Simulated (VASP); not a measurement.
Wanted: the native input for a VASP 6.6.1 run.

```
Task                   : single point
Functional             : PBE
Potentials or basis    : VASP PAW PBE potentials, release 64 (B, N)
Cutoff                 : 520 eV
k mesh                 : 12 × 12 × 8
Occupations            : gaussian, width 0.1 eV
Spin                   : no spin polarisation
Dipole correction      : no
Further INCAR settings : ALGO = Normal; EDIFF = 1e-06; NBANDS = 19
```

The structure of B5N lies in POSCAR:

```
B5N
1.0
    3.2955491150      0.0000000000      0.0000000000
   -1.6477745575      2.8540292531      0.0000000000
    0.0000000000      0.0000000000      5.5018755242
B N
5 1
Direct
    0.5000000000      0.5000000000      0.0000000000
    0.3333333333      0.6666666667      0.5000000000
    0.0000000000      0.5000000000      0.0000000000
    0.5000000000      0.0000000000      0.0000000000
    0.6666666667      0.3333333333      0.5000000000
    0.0000000000      0.0000000000      0.5000000000
```

The cell was built from a structure type or drawn by symmetry, and may not be a known phase.

One way to write it, as run:

INCAR

```
PREC     = Accurate       # precision mode
ENCUT    = 520            # plane-wave cutoff, eV
EDIFF    = 1E-6           # SCF threshold, eV
ISMEAR   = 0              # smearing method
SIGMA    = 0.1            # smearing width, eV
LREAL    = False          # projectors in reciprocal space
LASPH    = True           # aspherical terms in the spheres
NELM     = 60             # most SCF steps
ALGO     = Normal         # electronic algorithm
ISIF     = 2              # what is computed and relaxed
LWAVE    = False          # write WAVECAR
LCHARG   = True           # write CHGCAR
GGA      = PE             # functional
LELF     = True           # ELF
LVHAR    = True         
NBANDS   = 19             # bands
```

KPOINTS

```
Automatic mesh
0
Gamma
  12 12 8
```

Potentials or basis: VASP PAW PBE potentials, release 64 (B, N).

The run is started by

```bash
$ cat potpaw_PBE.64/B/POTCAR potpaw_PBE.64/N/POTCAR > POTCAR
$ mpirun -np 1 vasp_std > vasp.out
```

It gave:

```json
{
 "Pressure": "-0.1 GPa",
 "Band gap on the k mesh": "zero (bands 10 and 11 overlap by 1.94 eV)"
}
```

Wall time 110 s on 1 thread of Intel Xeon 8259CL (shared host), peak memory 0.22 GiB.
